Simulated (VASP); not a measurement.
# Ta: single point with PBEsol

The system is Ta.

```
CELL_PARAMETERS angstrom
-1.85359 1.85359 1.31049
1.85359 -1.85359 1.31049
1.85359 1.85359 -1.31049
ATOMIC_POSITIONS crystal
Ta 0.00000 0.00000 0.00000
```

This cell differs from its parent crystal: ratio of the length along z to the lengths across it x 0.707, volume and fractional coordinates fixed.

```json
{
 "Program": "VASP 6.6.1",
 "Task": "single point",
 "Functional": "PBEsol",
 "Potentials or basis": "VASP PAW PBE potentials, release 64 (Ta_pv)",
 "Cutoff": "520 eV",
 "k mesh": "22 × 22 × 22",
 "Occupations": "gaussian, width 0.15 eV",
 "Spin": "no spin polarisation",
 "Dipole correction": "no",
 "Further INCAR settings": "ALGO = Fast; EDIFF = 1e-06; NBANDS = 12"
}
```

The pressure is 4.5 GPa.

Stress tensor (GPa, compression positive):
```
-3.00  0.00  0.00
 0.00 -3.00  0.00
 0.00  0.00 19.60
```

Levels at points of the mesh, in eV from the Fermi level:
| k point | band 3 | band 4 | band 5 | band 6 | band 7 | band 8 | band 9 | band 10 |
| --- | --- | --- | --- | --- | --- | --- | --- | --- |
| (0.00, 0.00, 0.00) | -32.76 | -8.18 | -1.95 | -0.30 | 3.42 | 3.42 | 5.47 | 13.42 |
| (0.50, 0.00, 0.00) | -33.55 | -4.52 | -2.89 | 2.81 | 3.05 | 6.24 | 7.24 | 11.89 |
| (0.50, 0.50, 0.00) | -32.91 | -4.94 | -0.34 | -0.16 | 2.46 | 2.68 | 7.46 | 9.94 |
| (0.50, 0.50, 0.50) | -33.07 | -4.48 | -3.93 | 5.61 | 5.61 | 6.96 | 6.96 | 7.36 |

Wall time 2.3 min on 1 thread of Intel Xeon 6975P-C (shared host), peak memory 0.29 GiB.

Caveat: the PAW data sets were made with another functional, which shifts forces and pressure a little; spin-orbit coupling is left out, which moves the levels of the heavy elements.
